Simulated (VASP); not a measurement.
# CdS (Greenockite) (P6_3mc) in VASP: notebook

CdS (Greenockite) is run at these levels: PBEsol; tasks: single point.

Program: VASP 6.6.1. These are calculated values, not measurements. Logs are shortened: lines on timing, memory, paths and dates and some standing lists are left out, and cuts for length are marked.

### 1 The cell of the first run

Symmetry: P6_3mc, No. 186, hexagonal system. The conventional cell has a = 3.383 Å, b = 3.383 Å, c = 6.951 Å, α = 90.00°, β = 90.00°, γ = 120.00°. Cd (site symmetry 3m) has 4 S at 2.22 to 2.32 Å within 2.9 Å. S (site symmetry 3m) has 4 Cd at 2.22 to 2.32 Å within 2.9 Å.

### 2 Single point, PBEsol

File INCAR:

```
PREC     = Accurate       # precision mode
ENCUT    = 520            # plane-wave cutoff, eV
EDIFF    = 1E-7           # SCF threshold, eV
ISMEAR   = 0              # smearing method
SIGMA    = 0.01           # smearing width, eV
LREAL    = F              # projectors in reciprocal space
LASPH    = T              # aspherical terms in the spheres
NELM     = 60             # most SCF steps
ALGO     = Normal         # electronic algorithm
ISIF     = 2              # what is computed and relaxed
LWAVE    = F              # write WAVECAR
LCHARG   = T              # write CHGCAR
GGA      = PS             # functional
LELF     = T              # ELF
LVHAR    = T            
NBANDS   = 26             # bands
```

File KPOINTS:

```
Automatic mesh
0
Gamma
  6 6 4
```

File POSCAR:

```
CdS
1.0
    3.3826803964      0.0000000000      0.0000000000
   -1.6913401982      2.9294871561      0.0000000000
    0.0000000000      0.0000000000      6.9508315446
Cd S
2 2
Direct
    0.3333333333      0.6666666667      0.0279824152
    0.6666666667      0.3333333333      0.5279824152
    0.3333333333      0.6666666667      0.3470175848
    0.6666666667      0.3333333333      0.8470175848
```

Potentials or basis: VASP PAW PBE potentials, release 64 (Cd, S).

Started as:

```bash
$ cat potpaw_PBE.64/Cd/POTCAR potpaw_PBE.64/S/POTCAR > POTCAR
$ mpirun -np 1 vasp_std > vasp.out
```

OUTCAR:

```text
PREC = Accurate
   ENCUT = 520
   EDIFF = 1E-7
   ISMEAR = 0
   LREAL = F
   LASPH = T
   NELM = 60
   ISIF = 2
   GGA = PS

 ion  position               nearest neighbor table
   1  0.333  0.667  0.028-   3 2.22   4 2.32   4 2.32   4 2.32
   2  0.667  0.333  0.528-   4 2.22   3 2.32   3 2.32   3 2.32
   3  0.333  0.667  0.347-   1 2.22   2 2.32   2 2.32   2 2.32
   4  0.667  0.333  0.847-   2 2.22   1 2.32   1 2.32   1 2.32

  LATTYP: Found a hexagonal cell.
 ALAT       =     3.3826803964
 C/A-ratio  =     2.0548295228

  Lattice vectors:

 A1 = (   3.3826803964,   0.0000000000,   0.0000000000)
 A2 = (  -1.6913401982,   2.9294871561,   0.0000000000)
 A3 = (   0.0000000000,   0.0000000000,   6.9508315446)

Analysis of symmetry for initial positions (statically):
=====================================================================
 Subroutine PRICEL returns:
 Original cell was already a primitive cell.

 Routine SETGRP: Setting up the symmetry group for a
 hexagonal supercell.

 Subroutine GETGRP returns: Found 12 space group operations
 (whereof  6 operations were pure point group operations)
 out of a pool of 24 trial point group operations.

The static configuration has the point symmetry C_3v.
 The point group associated with its full space group is C_6v.

Analysis of symmetry for dynamics (positions and initial velocities):
=====================================================================
 Subroutine PRICEL returns:
 Original cell was already a primitive cell.

 Routine SETGRP: Setting up the symmetry group for a
 hexagonal supercell.

 Subroutine GETGRP returns: Found 12 space group operations
 (whereof  6 operations were pure point group operations)
 out of a pool of 24 trial point group operations.

The dynamic configuration has the point symmetry C_3v.
 The point group associated with its full space group is C_6v.

 Subroutine INISYM returns: Found 12 space group operations
 (whereof  6 operations are pure point group operations),
 and found     1 'primitive' translations

----------------------------------------------------------------------------------------

                                     Primitive cell

  volume of cell :      68.8794

  direct lattice vectors                    reciprocal lattice vectors
     3.382680396  0.000000000  0.000000000     0.295623554  0.170678338  0.000000000
[... 84 lines left out ...]
   ENCUT  =  520.0 eV  38.22 Ry    6.18 a.u.   6.29  6.29 12.92*2*pi/ulx,y,z
   NELM   =     60;   NELMIN=  2; NELMDL= -5     # of ELM steps
   EDIFF  = 0.1E-06   stopping-criterion for ELM
   LREAL  =      F    real-space projection
   EDIFFG = 0.1E-05   stopping-criterion for IOM
   NSW    =      0    number of steps for IOM
   IBRION =     -1    ionic relax: 0-MD 1-quasi-New 2-CG
   NFREE  =      0    steps in history (QN), initial steepest desc. (CG)
   ISIF   =      2    stress and relaxation
   ISYM   =      2    0-nonsym 1-usesym 2-fastsym
   POTIM  = 0.5000    time-step for ionic-motion
   TEBEG  =    0.0;   TEEND  =   0.0 temperature during run
   PSTRESS=    0.0 pullay stress
   NELECT =      36.0000    total number of electrons
   NUPDOWN=      -1.0000    fix difference up-down
   EMIN   =  10.00;   EMAX   =-10.00  energy-range for DOS
   EFERMI =   0.00;   METHOD = LEGACY
   ISMEAR =     0;   SIGMA  =   0.01  broadening in eV -4-tet -1-fermi 0-gaus
   EFERMI_NEDOS =   21; number of points for ismear=-14 and -15
   IALGO  =     38    algorithm
   IMIX   =      4    mixing-type and parameters
     AMIX     =   0.40;   BMIX     =  1.00
     AMIX_MAG =   1.60;   BMIX_MAG =  1.00
  volume/ion in A,a.u.               =      17.22       116.21
  Fermi-wavevector in a.u.,A,eV,Ry     =   1.318700  2.491981 23.660106  1.738969
  Thomas-Fermi vector in A             =   2.448651
   LORBIT       =      0    0 simple, 1 ext, 2 COOP (PROOUT), +10 PAW based schemes
   GGA     = PS    functional components
   LHFCALC =     F    Hartree Fock is set to
   AEXX    =    0.0000 exact exchange contribution
   IVDW    =     0    specifies the selected vdW correction
   LEPSILON=     F    determine dielectric tensor
   LRPA    =     F    only Hartree local field effects (RPA)
 non-spin polarized calculation
 Gauss-broadening in eV      SIGMA  =   0.01
  energy-cutoff  :      520.00
  volume of cell :       68.88
 maximum number of plane-waves:      1874
 NGX is ok and might be reduce to    28
   NGX = 13   NGY = 13   NGZ = 25

 number of electron      35.9999994 magnetization

 Free energy of the ion-electron system (eV)
  ---------------------------------------------------
  ext. energy  EPLUGINS =         0.00000000
  ---------------------------------------------------
  free energy    TOTEN  =       -10.41402427 eV

  energy without entropy =      -10.41402427  energy(sigma->0) =      -10.41402427

 E-fermi :   5.6865     XC(G=0): -11.2948

 val. band max:        5.5732880156   @ k =   0.0000   0.0000   0.0000
 cond. band min:       5.9105784580   @ k =   0.0000   0.0000   0.0000
 fundamental gap:      0.3372904424
 Fermi energy:         5.6864779824

 k-point     1 :       0.0000    0.0000    0.0000
  band No.  band energies     occupation
      1     -10.0426      2.00000
      2      -9.1855      2.00000
      3      -4.9333      2.00000
      4      -4.3204      2.00000
      5      -4.3204      2.00000
      6      -4.1663      2.00000
[... 598 lines left out ...]
     25      15.0769      0.00000
     26      15.0769      0.00000

------------------------ aborting loop because EDIFF is reached ----------------------------------------

  FORCE on cell =-STRESS in cart. coord.  units (eV):
  Direction    XX          YY          ZZ          XY          YZ          ZX
  --------------------------------------------------------------------------------------
  -------------------------------------------------------------------------------------
  Total       17.7798100     17.7798100     18.1073674      0.0000000      0.0000000      0.0000000
  in kB      413.5693735    413.5693735    421.1885618      0.0000000      0.0000000      0.0000000
  external PRESSURE =     416.1091029 kB  Pullay stress =       0.0000000 kB

 VOLUME and BASIS-vectors are now :
 -----------------------------------------------------------------------------
  energy-cutoff  :      520.00
  volume of cell :       68.88
      direct lattice vectors                 reciprocal lattice vectors
     3.382680396  0.000000000  0.000000000     0.295623554  0.170678338  0.000000000
    -1.691340198  2.929487156  0.000000000     0.000000000  0.341356677  0.000000000
     0.000000000  0.000000000  6.950831545     0.000000000  0.000000000  0.143867679

 POSITION                                       TOTAL-FORCE (eV/Angst)
 -----------------------------------------------------------------------------------
     -0.00000      1.95299      0.19450        -0.000000      0.000000      0.011083
      1.69134      0.97650      3.66992        -0.000000      0.000000      0.011083
     -0.00000      1.95299      2.41206         0.000000      0.000000     -0.011083
      1.69134      0.97650      5.88748        -0.000000     -0.000000     -0.011083
 -----------------------------------------------------------------------------------
    total drift:                               -0.000000     -0.000000      0.000031

  FREE ENERGIE OF THE ION-ELECTRON SYSTEM (eV)
  ---------------------------------------------------
  free  energy   TOTEN  =       -10.4140242672 eV

  energy  without entropy=      -10.4140242672  energy(sigma->0) =      -10.41402427
```

OSZICAR:

```text
N       E                     dE             d eps       ncg     rms          rms(c)
DAV:   1     0.277202381932E+03    0.27720E+03   -0.18523E+04  1092   0.135E+03
DAV:   2     0.170702024593E+01   -0.27550E+03   -0.26492E+03  1180   0.350E+02
DAV:   3    -0.117352871238E+02   -0.13442E+02   -0.13368E+02  1350   0.804E+01
DAV:   4    -0.118479406591E+02   -0.11265E+00   -0.11257E+00  1244   0.712E+00
DAV:   5    -0.118492447295E+02   -0.13041E-02   -0.13039E-02  1330   0.770E-01    0.231E+01
DAV:   6    -0.104936360826E+02    0.13556E+01   -0.22626E+00  1454   0.216E+01    0.164E+01
DAV:   7    -0.104708219574E+02    0.22814E-01   -0.18373E+00  1188   0.835E+00    0.309E+00
DAV:   8    -0.104147538056E+02    0.56068E-01   -0.33112E-01  1212   0.647E+00    0.122E+00
DAV:   9    -0.104140949497E+02    0.65886E-03   -0.39011E-02  1230   0.198E+00    0.214E-01
DAV:  10    -0.104140168202E+02    0.78129E-04   -0.15047E-03  1280   0.472E-01    0.963E-02
DAV:  11    -0.104140207464E+02   -0.39262E-05   -0.12859E-04  1216   0.882E-02    0.234E-02
DAV:  12    -0.104140254514E+02   -0.47051E-05   -0.12784E-05  1240   0.272E-02    0.219E-02
DAV:  13    -0.104140240361E+02    0.14154E-05   -0.55158E-06  1200   0.241E-02    0.110E-02
DAV:  14    -0.104140242703E+02   -0.23426E-06   -0.54811E-07  1180   0.494E-03    0.137E-03
DAV:  15    -0.104140242672E+02    0.30946E-08   -0.10601E-08   598   0.861E-04
   1 F= -.10414024E+02 E0= -.10414024E+02  d E =-.178800E-59
```

stdout:

```text
POSCAR found type information on POSCAR CdS
 POSCAR found :  2 types and       4 ions
 scaLAPACK will be used
 -----------------------------------------------------------------------------
|                                                                             |
|                                                                             |
|     You enforced a specific xc type in the INCAR file but a different       |
|     I HOPE YOU KNOW WHAT YOU ARE DOING!                                     |
|                                                                             |
 -----------------------------------------------------------------------------

 LDA part: xc-table for (Slater+PW92), standard interpolation
 POSCAR, INCAR and KPOINTS ok, starting setup
 FFT: planning ... GRIDC
 FFT: planning ... GRID_SOFT
 FFT: planning ... GRID
 WAVECAR not read
 entering main loop
```

It took 61 s on 1 thread of AMD EPYC 7R43 (Zen 3), shared host; peak memory 0.16 GiB.

What came out:

```yaml
Free_energy: -10.4140 eV
Pressure: 41.6 GPa
Largest_force: 0.011 eV/Å
Band_gap_on_the_k_mesh: 0.34 eV, direct
```

Forces in eV/Å, atoms in the order of the input:
```
Cd   0.000  0.000  0.011
Cd   0.000  0.000  0.011
S    0.000  0.000 -0.011
S    0.000  0.000 -0.011
```

Caveat: the PAW data sets were made with another functional, which shifts forces and pressure a little.

### 3 Single point, PBEsol

This run uses another cell than the first one, of 18.51 Å³/atom, 1.075 times its volume.

File INCAR:

```
SYSTEM = CdS
ALGO     = Normal         ! electronic algorithm
EDIFF    = 1E-6           ! SCF threshold, eV
ENCUT    = 520            ! plane-wave cutoff, eV
GGA      = PS             ! functional
ISIF     = 2              ! what is computed and relaxed
ISMEAR   = 0              ! smearing method
LASPH    = .True.         ! aspherical terms in the spheres
LCHARG   = .False.        ! write CHGCAR
LREAL    = .False.        ! projectors in reciprocal space
LWAVE    = .False.        ! write WAVECAR
NBANDS   = 26             ! bands
NELM     = 80             ! most SCF steps
PREC     = Accurate       ! precision mode
SIGMA    = 0.01           ! smearing width, eV
```

File KPOINTS:

```
k-points
0
Gamma
  6 6 4
  0 0 0
```

File POSCAR:

```
CdS
1.0
    3.5547339572      0.0000000000      0.0000000000
   -1.7773669786      3.0784899106      0.0000000000
    0.0000000000      0.0000000000      6.7660552041
Cd S
2 2
Direct
    0.3333333333      0.6666666667      0.0201490824
    0.6666666667      0.3333333333      0.5201490824
    0.3333333333      0.6666666667      0.3548509176
    0.6666666667      0.3333333333      0.8548509176
```

Potentials or basis: VASP PAW PBE potentials, release 64 (Cd, S).

Started as:

```bash
$ cat potpaw_PBE.64/Cd/POTCAR potpaw_PBE.64/S/POTCAR > POTCAR
$ mpirun -np 1 vasp_std > vasp.out
```

OUTCAR:

```text
SYSTEM = CdS
   EDIFF = 1E-6
   ENCUT = 520
   GGA = PS
   ISIF = 2
   ISMEAR = 0
   LASPH = .True.
   LREAL = .False.
   NELM = 80
   PREC = Accurate

 ion  position               nearest neighbor table
   1  0.333  0.667  0.020-   3 2.26   4 2.34   4 2.34   4 2.34
   2  0.667  0.333  0.520-   4 2.26   3 2.34   3 2.34   3 2.34
   3  0.333  0.667  0.355-   1 2.26   2 2.34   2 2.34   2 2.34
   4  0.667  0.333  0.855-   2 2.26   1 2.34   1 2.34   1 2.34

  LATTYP: Found a hexagonal cell.
[... 803 lines left out ...]

  FORCE on cell =-STRESS in cart. coord.  units (eV):
  Direction    XX          YY          ZZ          XY          YZ          ZX
  --------------------------------------------------------------------------------------
  -------------------------------------------------------------------------------------
  Total       14.3907962     14.3907962     14.5627633      0.0000000      0.0000000      0.0000000
  in kB      311.3974358    311.3974358    315.1185709      0.0000000      0.0000000      0.0000000
  external PRESSURE =     312.6378142 kB  Pullay stress =       0.0000000 kB

 VOLUME and BASIS-vectors are now :
 -----------------------------------------------------------------------------
  energy-cutoff  :      520.00
  volume of cell :       74.04
      direct lattice vectors                 reciprocal lattice vectors
     3.554733957  0.000000000  0.000000000     0.281315005  0.162417294  0.000000000
    -1.777366979  3.078489911  0.000000000     0.000000000  0.324834587  0.000000000
     0.000000000  0.000000000  6.766055204     0.000000000  0.000000000  0.147796607

 POSITION                                       TOTAL-FORCE (eV/Angst)
 -----------------------------------------------------------------------------------
     -0.00000      2.05233      0.13633         0.000000     -0.000000      0.005145
      1.77737      1.02616      3.51936        -0.000000      0.000000      0.005145
     -0.00000      2.05233      2.40094         0.000000      0.000000     -0.005145
      1.77737      1.02616      5.78397         0.000000      0.000000     -0.005145
 -----------------------------------------------------------------------------------
    total drift:                               -0.000000      0.000000     -0.000645

  FREE ENERGIE OF THE ION-ELECTRON SYSTEM (eV)
  ---------------------------------------------------
  free  energy   TOTEN  =       -11.5671013649 eV

  energy  without entropy=      -11.5671013649  energy(sigma->0) =      -11.56710136
```

OSZICAR:

```text
N       E                     dE             d eps       ncg     rms          rms(c)
DAV:   1     0.270586765927E+03    0.27059E+03   -0.18379E+04  1092   0.134E+03
DAV:   2     0.528247713062E+00   -0.27006E+03   -0.26012E+03  1168   0.343E+02
DAV:   3    -0.126777143450E+02   -0.13206E+02   -0.13131E+02  1322   0.793E+01
DAV:   4    -0.127960625367E+02   -0.11835E+00   -0.11823E+00  1252   0.719E+00
DAV:   5    -0.127975517353E+02   -0.14892E-02   -0.14891E-02  1288   0.807E-01    0.208E+01
DAV:   6    -0.116287562194E+02    0.11688E+01   -0.19950E+00  1436   0.197E+01    0.149E+01
DAV:   7    -0.116130700974E+02    0.15686E-01   -0.15193E+00  1160   0.744E+00    0.299E+00
DAV:   8    -0.115674210962E+02    0.45649E-01   -0.27844E-01  1226   0.589E+00    0.108E+00
DAV:   9    -0.115671847325E+02    0.23636E-03   -0.32545E-02  1218   0.197E+00    0.225E-01
DAV:  10    -0.115670844086E+02    0.10032E-03   -0.15367E-03  1276   0.496E-01    0.830E-02
DAV:  11    -0.115670961260E+02   -0.11717E-04   -0.14714E-04  1200   0.875E-02    0.191E-02
DAV:  12    -0.115671021404E+02   -0.60144E-05   -0.14873E-05  1222   0.339E-02    0.180E-02
DAV:  13    -0.115671013649E+02    0.77554E-06   -0.48384E-06  1172   0.248E-02
   1 F= -.11567101E+02 E0= -.11567101E+02  d E =-.303866E-63
```

stdout:

```text
POSCAR found type information on POSCAR CdS
 POSCAR found :  2 types and       4 ions
 scaLAPACK will be used
 -----------------------------------------------------------------------------
|                                                                             |
|                                                                             |
|     You enforced a specific xc type in the INCAR file but a different       |
|     I HOPE YOU KNOW WHAT YOU ARE DOING!                                     |
|                                                                             |
 -----------------------------------------------------------------------------

 LDA part: xc-table for (Slater+PW92), standard interpolation
 POSCAR, INCAR and KPOINTS ok, starting setup
 FFT: planning ... GRIDC
 FFT: planning ... GRID_SOFT
 FFT: planning ... GRID
 WAVECAR not read
 entering main loop
```

It took 50 s on 1 thread of AMD EPYC 7R43 (Zen 3), shared host; peak memory 0.15 GiB.

What came out:

```yaml
Free_energy: -11.5671 eV
Pressure: 31.3 GPa
Largest_force: 0.005 eV/Å
Band_gap_on_the_k_mesh: 0.92 eV, direct
```

Forces on the atoms (eV/Å):
```
Cd   0.000  0.000  0.005
Cd   0.000  0.000  0.005
S    0.000  0.000 -0.005
S    0.000  0.000 -0.005
```

Caveat: the PAW data sets were made with another functional, which shifts forces and pressure a little. A hybrid or GW would open this gap; PBEsol tends to underestimate it.

(Continued in part 2 of 2.)
